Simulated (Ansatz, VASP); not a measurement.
## YS in VASP and in Ansatz

Contents of INCAR:

```
PREC = Accurate ; ENCUT = 520
EDIFF = 1E-8 ; ISMEAR = -1
SIGMA = 0.01 ; LREAL = F
LASPH = T ; NELM = 100
ALGO = Normal ; ISIF = 2
LWAVE = F ; LCHARG = F
GGA = CA ; LEFG = T
NBANDS = 16
```

The input KPOINTS:

```
Automatic mesh
0
Gamma
  8 8 8
```

File POSCAR:

```
YS
1.0
    0.0000000000      2.7527651832      2.7527651832
    2.7527651832      0.0000000000      2.7527651832
    2.7527651832      2.7527651832      0.0000000000
Y S
1 1
Direct
    0.5000000000      0.5000000000      0.5000000000
    0.0000000000      0.0000000000      0.0000000000
```

Input for Ansatz:

```yaml
crystal:
  lattice:
    - [0.0, 2.7527651832, 2.7527651832]
    - [2.7527651832, 0.0, 2.7527651832]
    - [2.7527651832, 2.7527651832, 0.0]
  atoms:
    - { symbol: "Y", position: [0.5, 0.5, 0.5] }
    - { symbol: S, position: [0.0, 0.0, 0.0] }
kpoints:
  mp_grid: { grid: [8, 8, 8] }
scf:
  occupations: { method: fermi_dirac, width: 0.01 }
hamiltonian:
  xc: lda
  pseudopotentials: { kind: paw }
output:
  forces: true
  stress: true
  eigenvalues: true
  efg: { contact_densities: true }
  write_density: true
  write_potential: true
  elf: true
  volumetric_format: npy
```

Change from the starting cell: volume scaled by 1.01, PAW files.

Alike in both runs: task electric field gradients; functional LDA; k mesh 8 × 8 × 8; occupations fermi-dirac, width 0.01 eV; no spin polarisation.

```csv
,VASP,Ansatz
version,VASP 6.6.1,Ansatz 0.2.0
potentials or method,"VASP PAW LDA potentials, release 64 (Y_sv, S)","PAW with Ansatz's default frozen-core files, scalar-relativistic"
plane-wave cutoff (eV),520,420
valence electrons in the cell,17,17
```

|  | VASP | Ansatz | Ansatz less VASP |
| --- | --- | --- | --- |
| pressure (GPa) | -4.7 | -4.7 | -0.04 |

LDA's correlation is that of Perdew and Zunger in VASP and of Perdew and Wang (1992) in Ansatz.
